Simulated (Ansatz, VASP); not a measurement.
## Hf in VASP and in Ansatz

```xyz
1
Lattice="0.0000 2.1312 2.2200 2.1312 0.0000 2.2200 2.1312 2.1312 0.0000" Properties=species:S:1:pos:R:3 pbc="T T T"
Hf    0.0000    0.0000    0.0000
```

Change from the starting cell: strain -0.040 along x and y, +0.000 along z, atoms carried along.

Alike in both runs: task single point; functional r2SCAN; k mesh 18 × 18 × 18; occupations gaussian, width 0.15 eV; no spin polarisation.

|  | VASP | Ansatz |
| --- | --- | --- |
| version | VASP 6.6.1 | Ansatz 0.2.0 |
| potentials or method | VASP PAW PBE potentials, release 64 (Hf_pv), cutoff 520 eV | scalar-relativistic, plane waves, PAW |
| valence electrons in the cell | 10 | 26 |

```tsv
	VASP	Ansatz	Ansatz less VASP
gap on the k mesh at the Fermi level (eV)	none	none	-
pressure (GPa)	12.5	12.9	+0.46
traceless stress, the component that is largest in VASP (GPa)	-1.64	-1.62	+0.020
```

VASP's potentials were made for PBE, not for r2SCAN. A gap of «none» marks a metal or a gap that the smearing closes. VASP's potentials hold 10 valence electrons a cell and Ansatz's 26, so a difference there can come from the potentials and not from the codes.

Neither program's run includes spin-orbit coupling.
